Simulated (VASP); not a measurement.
# Li2S (Fm-3m) in VASP: relaxation of cell and atoms with PBEsol

Aim: the relaxation of cell and atoms of Li2S with PBEsol.

Everything below comes from runs of VASP 6.6.1. Logs are shortened: lines on timing, memory, paths and dates and some standing lists are left out, and cuts for length are marked.

**1. The cell of the first run**

The structure is cubic, space group Fm-3m (No. 225). Conventional cell: a = 5.655 Å, b = 5.655 Å, c = 5.655 Å, α = 90.00°, β = 90.00°, γ = 90.00°. Within 3.2 Å of Li (site symmetry -43m) lie 4 S at 2.45 Å and 6 Li at 2.83 Å. Within 3.2 Å of S (site symmetry m-3m) lie 8 Li at 2.45 Å.

**2. Relaxation of cell and atoms, PBEsol, target pressure 15 GPa, at which the enthalpy is minimised**

Contents of INCAR:

```
SYSTEM = Li2S
ALGO = Normal
EDIFF = 1E-7
EDIFFG = -0.002
ENCUT = 750
GGA = PS
GGA_COMPAT = .FALSE.
IBRION = 2
ISIF = 3
ISMEAR = 0
LASPH = .TRUE.
LCHARG = .FALSE.
LREAL = .FALSE.
LWAVE = .FALSE.
NELM = 120
NELMIN = 4
NSW = 100
PREC = Accurate
PSTRESS = 150.0
SIGMA = 0.01
```

Contents of KPOINTS:

```
k-points
0
G
  8 8 8
  0 0 0
```

Contents of POSCAR:

```
Li2S
1.0
    0.0000000000      2.8273111174      2.8273111174
    2.8273111174      0.0000000000      2.8273111174
    2.8273111174      2.8273111174      0.0000000000
Li S
2 1
Direct
    0.2500000000      0.2500000000      0.2500000000
    0.7500000000      0.7500000000      0.7500000000
    0.0000000000      0.0000000000      0.0000000000
```

Potentials or basis: VASP PAW PBE potentials, release 64 (Li_sv, S).

On the command line:

```sh
$ cat potpaw_PBE.64/Li_sv/POTCAR potpaw_PBE.64/S/POTCAR > POTCAR
$ mpirun -np 1 vasp_std > vasp.out
```

OUTCAR:

```text
SYSTEM = Li2S
   EDIFF = 1E-7
   EDIFFG = -0.002
   ENCUT = 750
   GGA = PS
   IBRION = 2
   ISIF = 3
   ISMEAR = 0
   LASPH = .TRUE.
   LREAL = .FALSE.
   NELM = 120
   NELMIN = 4
   NSW = 100
   PREC = Accurate
   PSTRESS = 150.0

 ion  position               nearest neighbor table
   1  0.250  0.250  0.250-   3 2.45   3 2.45   3 2.45   3 2.45
   2  0.750  0.750  0.750-   3 2.45   3 2.45   3 2.45   3 2.45
   3  0.000  0.000  0.000-   2 2.45   2 2.45   2 2.45   1 2.45   1 2.45   1 2.45   2 2.45   1 2.45

  LATTYP: Found a face centered cubic cell.
 ALAT       =     5.6546222348

  Lattice vectors:

 A1 = (   0.0000000000,   2.8273111174,   2.8273111174)
 A2 = (   2.8273111174,   0.0000000000,   2.8273111174)
 A3 = (   2.8273111174,   2.8273111174,   0.0000000000)

Analysis of symmetry for initial positions (statically):
=====================================================================
 Subroutine PRICEL returns:
 Original cell was already a primitive cell.

 Routine SETGRP: Setting up the symmetry group for a
 face centered cubic supercell.

 Subroutine GETGRP returns: Found 48 space group operations
 (whereof 48 operations were pure point group operations)
 out of a pool of 48 trial point group operations.

The static configuration has the point symmetry O_h .

Analysis of symmetry for dynamics (positions and initial velocities):
=====================================================================
 Subroutine PRICEL returns:
 Original cell was already a primitive cell.

 Routine SETGRP: Setting up the symmetry group for a
 face centered cubic supercell.

 Subroutine GETGRP returns: Found 48 space group operations
 (whereof 48 operations were pure point group operations)
 out of a pool of 48 trial point group operations.

The dynamic configuration has the point symmetry O_h .

 Subroutine INISYM returns: Found 48 space group operations
 (whereof 48 operations are pure point group operations),
 and found     1 'primitive' translations

----------------------------------------------------------------------------------------

                                     Primitive cell

  volume of cell :      45.2013

  direct lattice vectors                    reciprocal lattice vectors
     0.000000000  2.827311117  2.827311117    -0.176846473  0.176846473  0.176846473
     2.827311117  0.000000000  2.827311117     0.176846473 -0.176846473  0.176846473
     2.827311117  2.827311117  0.000000000     0.176846473  0.176846473 -0.176846473

  length of vectors
     3.998421727  3.998421727  3.998421727     0.306307077  0.306307077  0.306307077

  position of ions in fractional coordinates (direct lattice)
     0.250000000  0.250000000  0.250000000
     0.750000000  0.750000000  0.750000000
     0.000000000  0.000000000  0.000000000

  ion indices of the primitive-cell ions
   primitive index   ion index
                 1           1
                 2           2
                 3           3

----------------------------------------------------------------------------------------

 KPOINTS: k-points

Automatic generation of k-mesh.
 Grid dimensions read from file:
 generate k-points for:    8    8    8

 Generating k-lattice:

  Cartesian coordinates                     Fractional coordinates (reciprocal lattice)
    -0.022105809  0.022105809  0.022105809     0.125000000  0.000000000  0.000000000
     0.022105809 -0.022105809  0.022105809     0.000000000  0.125000000  0.000000000
     0.022105809  0.022105809 -0.022105809     0.000000000  0.000000000  0.125000000

  Length of vectors
     0.038288385  0.038288385  0.038288385

  Shift w.r.t. Gamma in fractional coordinates (k-lattice)
     0.000000000  0.000000000  0.000000000

 Subroutine IBZKPT returns following result:
 ===========================================

 Found     29 irreducible k-points:

 Following reciprocal coordinates:
            Coordinates               Weight
  0.000000  0.000000  0.000000      1.000000
  0.125000  0.000000  0.000000      8.000000
  0.250000  0.000000  0.000000      8.000000
  0.375000  0.000000  0.000000      8.000000
  0.500000  0.000000  0.000000      4.000000
  0.125000  0.125000  0.000000      6.000000
[... 16 lines left out ...]
  0.500000  0.250000  0.125000     48.000000
 -0.375000  0.250000  0.125000     24.000000
 [... further k-points ...]
   k-points           NKPTS =     29   k-points in BZ     NKDIM =     29   number of bands    NBANDS=     10
   number of dos      NEDOS =    301   number of ions     NIONS =      3
   total plane-waves  NPLWV =  46656
   dimension x,y,z NGX =    36 NGY =   36 NGZ =   36
   dimension x,y,z NGXF=    72 NGYF=   72 NGZF=   72
   ions per type =               2   1
   NGX,Y,Z   is equivalent  to a cutoff of  14.97, 14.97, 14.97 a.u.
   NGXF,Y,Z  is equivalent  to a cutoff of  29.94, 29.94, 29.94 a.u.
 SYSTEM =  Li2S
   PREC   = accura    normal or accurate (medium, high low for compatibility)
   ISTART =      0    job   : 0-new  1-cont  2-samecut
   ICHARG =      2    charge: 1-file 2-atom 10-const
   ISPIN  =      1    spin polarized calculation?
   LNONCOLLINEAR =      F non collinear calculations
   LSORBIT =      F    spin-orbit coupling
   LASPH  =      T    aspherical Exc in radial PAW
   ENCUT  =  750.0 eV  55.12 Ry    7.42 a.u.   8.93  8.93  8.93*2*pi/ulx,y,z
   NELM   =    120;   NELMIN=  4; NELMDL= -5     # of ELM steps
   EDIFF  = 0.1E-06   stopping-criterion for ELM
   LREAL  =      F    real-space projection
   EDIFFG = -.2E-02   stopping-criterion for IOM
   NSW    =    100    number of steps for IOM
   IBRION =      2    ionic relax: 0-MD 1-quasi-New 2-CG
   NFREE  =      1    steps in history (QN), initial steepest desc. (CG)
   ISIF   =      3    stress and relaxation
   ISYM   =      2    0-nonsym 1-usesym 2-fastsym
   POTIM  = 0.5000    time-step for ionic-motion
   TEBEG  =    0.0;   TEEND  =   0.0 temperature during run
   PSTRESS=  150.0 pullay stress
   NELECT =      12.0000    total number of electrons
   NUPDOWN=      -1.0000    fix difference up-down
   EMIN   =  10.00;   EMAX   =-10.00  energy-range for DOS
   EFERMI =   0.00;   METHOD = LEGACY
   ISMEAR =     0;   SIGMA  =   0.01  broadening in eV -4-tet -1-fermi 0-gaus
   EFERMI_NEDOS =   21; number of points for ismear=-14 and -15
   IALGO  =     38    algorithm
   IMIX   =      4    mixing-type and parameters
     AMIX     =   0.40;   BMIX     =  1.00
     AMIX_MAG =   1.60;   BMIX_MAG =  1.00
  volume/ion in A,a.u.               =      15.07       101.68
  Fermi-wavevector in a.u.,A,eV,Ry     =   1.052168  1.988309 15.062424  1.107057
  Thomas-Fermi vector in A             =   2.187240
   LORBIT       =      0    0 simple, 1 ext, 2 COOP (PROOUT), +10 PAW based schemes
   GGA     = PS    functional components
   LHFCALC =     F    Hartree Fock is set to
   AEXX    =    0.0000 exact exchange contribution
   IVDW    =     0    specifies the selected vdW correction
   LEPSILON=     F    determine dielectric tensor
   LRPA    =     F    only Hartree local field effects (RPA)
 conjugate gradient relaxation of ions
 non-spin polarized calculation
 Gauss-broadening in eV      SIGMA  =   0.01
  energy-cutoff  :      750.00
  volume of cell :       45.20
 maximum number of plane-waves:      2148
   NGX = 17   NGY = 17   NGZ = 17

--------------------------------------- Ionic step        1  -------------------------------------------

 number of electron      11.9999996 magnetization

 Free energy of the ion-electron system (eV)
  ---------------------------------------------------
  ext. energy  EPLUGINS =         0.00000000
  ---------------------------------------------------
  free energy    TOTEN  =       -12.37688631 eV

  energy without entropy =      -12.37688631  energy(sigma->0) =      -12.37688631

------------------------ aborting loop because EDIFF is reached ----------------------------------------

  FORCE on cell =-STRESS in cart. coord.  units (eV):
  Direction    XX          YY          ZZ          XY          YZ          ZX
  --------------------------------------------------------------------------------------
  -------------------------------------------------------------------------------------
  Total       -0.0034556     -0.0034556     -0.0034556      0.0000000      0.0000000     -0.0000000
  in kB       -0.1224848     -0.1224848     -0.1224848      0.0000000      0.0000000     -0.0000000
  external PRESSURE =    -150.1224848 kB  Pullay stress =     150.0000000 kB

 VOLUME and BASIS-vectors are now :
 -----------------------------------------------------------------------------
  energy-cutoff  :      750.00
  volume of cell :       45.20
      direct lattice vectors                 reciprocal lattice vectors
     0.000000000  2.827311117  2.827311117    -0.176846473  0.176846473  0.176846473
     2.827311117  0.000000000  2.827311117     0.176846473 -0.176846473  0.176846473
     2.827311117  2.827311117  0.000000000     0.176846473  0.176846473 -0.176846473
[... 126 lines left out ...]
  FREE ENERGIE OF THE ION-ELECTRON SYSTEM (eV)
  ---------------------------------------------------
  free  energy   TOTEN  =       -12.0084943499 eV

  energy  without entropy=      -12.0084943499  energy(sigma->0) =      -12.00849435

  enthalpy is  TOTEN    =        -8.6451976054 eV   P V=        3.3632967445

--------------------------------------- Ionic step        5  -------------------------------------------

 number of electron      11.9999997 magnetization

 Free energy of the ion-electron system (eV)
  ---------------------------------------------------
  ext. energy  EPLUGINS =         0.00000000
  ---------------------------------------------------
  free energy    TOTEN  =       -12.02209230 eV

  energy without entropy =      -12.02209230  energy(sigma->0) =      -12.02209230

 E-fermi :   3.2953     XC(G=0):  -9.6212

 val. band max:        3.1895611134   @ k =   0.0000   0.0000   0.0000
 cond. band min:       6.1294540990   @ k =   0.5000   0.5000   0.0000
 fundamental gap:      2.9398929855
 Fermi energy:         3.2952855876

 k-point     1 :       0.0000    0.0000    0.0000
  band No.  band energies     occupation
      1     -40.0104      2.00000
      2     -39.8932      2.00000
      3      -8.5991      2.00000
      4       3.1896      2.00000
      5       3.1896      2.00000
      6       3.1896      2.00000
      7       8.6845      0.00000
      8       9.3296      0.00000
      9       9.3296      0.00000
     10       9.3296      0.00000

 k-point     2 :       0.1250    0.0000    0.0000
  band No.  band energies     occupation
      1     -40.0054      2.00000
      2     -39.8972      2.00000
      3      -8.5178      2.00000
      4       2.3857      2.00000
      5       3.0557      2.00000
      6       3.0557      2.00000
      7       9.0402      0.00000
      8       9.6369      0.00000
      9       9.6369      0.00000
     10       9.9998      0.00000
[... 274 lines left out ...]
 k-point    24 :      -0.3750    0.2500    0.1250
  band No.  band energies     occupation
      1     -39.9479      2.00000
      2     -39.9478      2.00000
      3      -7.8402      2.00000
      4      -0.3019      2.00000
      5       1.5048      2.00000
      6       1.8750      2.00000
      7       9.1467      0.00000
      8      10.4308      0.00000
      9      12.4714      0.00000
     10      13.1336      0.00000

 [... further k-points ...]

------------------------ aborting loop because EDIFF is reached ----------------------------------------

  FORCE on cell =-STRESS in cart. coord.  units (eV):
  Direction    XX          YY          ZZ          XY          YZ          ZX
  --------------------------------------------------------------------------------------
  -------------------------------------------------------------------------------------
  Total        3.3715802      3.3715802      3.3715802      0.0000000      0.0000000     -0.0000000
  in kB      149.7707492    149.7707492    149.7707492      0.0000000      0.0000000     -0.0000000
  external PRESSURE =      -0.2292508 kB  Pullay stress =     150.0000000 kB

 VOLUME and BASIS-vectors are now :
 -----------------------------------------------------------------------------
  energy-cutoff  :      750.00
  volume of cell :       36.07
      direct lattice vectors                 reciprocal lattice vectors
     0.000000000  2.622380427  2.622380427    -0.190666463  0.190666463  0.190666463
     2.622380427  0.000000000  2.622380427     0.190666463 -0.190666463  0.190666463
     2.622380427  2.622380427 -0.000000000     0.190666463  0.190666463 -0.190666463

 POSITION                                       TOTAL-FORCE (eV/Angst)
 -----------------------------------------------------------------------------------
      1.31119      1.31119      1.31119        -0.000000     -0.000000     -0.000000
      3.93357      3.93357      3.93357         0.000000      0.000000      0.000000
      0.00000      2.62238      2.62238         0.000000     -0.000000      0.000000
 -----------------------------------------------------------------------------------
    total drift:                               -0.000000     -0.000000      0.000000

  FREE ENERGIE OF THE ION-ELECTRON SYSTEM (eV)
  ---------------------------------------------------
  free  energy   TOTEN  =       -12.0220923026 eV

  energy  without entropy=      -12.0220923026  energy(sigma->0) =      -12.02209230

  enthalpy is  TOTEN    =        -8.6453512605 eV   P V=        3.3767410421

 reached required accuracy - stopping structural energy minimisation
```

Run time: 99 s. Hardware: 1 thread of AMD EPYC 7R13, shared host; peak memory 0.18 GiB.

What came out:

| Property | Result |
| --- | --- |
| Free energy | -12.0221 eV |
| Relaxed volume | 12.02 Å³/atom |
| Relaxed cell | a = 3.709 Å, b = 3.709 Å, c = 3.709 Å, α = 60.00°, β = 60.00°, γ = 60.00° |
| Space group after relaxing (to 0.1 Å) | Fm-3m (No. 225) |
| Energy change on relaxing (the run minimises the enthalpy) | +118.3 meV/atom |
| Ionic steps | 5 |
| Pressure after relaxing | 15.0 GPa |
| Band gap on the k mesh | 2.94 eV (least direct gap 4.97 eV) |

The path:
| step | energy change (eV) | largest force (eV/Å) | pressure (GPa) | volume (Å³) |
| --- | --- | --- | --- | --- |
| 1 | 0.0000 | 0.0000 | -0.01 | 45.20 |
| 2 | 0.3090 | 0.0000 | 13.66 | 36.58 |
| 3 | 0.3525 | 0.0000 | 14.92 | 36.09 |
| 4 | 0.3684 | 0.0000 | 15.36 | 35.92 |
| 5 | 0.3548 | 0.0000 | 14.98 | 36.07 |

Final structure:
```
Li S
1.0
     0.00000    2.62238    2.62238
     2.62238    0.00000    2.62238
     2.62238    2.62238    0.00000
Li S
2 1
Direct
  0.25000 0.25000 0.25000
  0.75000 0.75000 0.75000
  0.00000 0.00000 0.00000
```

Caveat: the cell is relaxed towards a set pressure, so the run minimises the enthalpy, not the energy; the volume moved by over 15 % at a fixed basis, so the end points are rough; the PAW data sets were made with another functional, which shifts forces and pressure a little. A k mesh can miss the band edges.
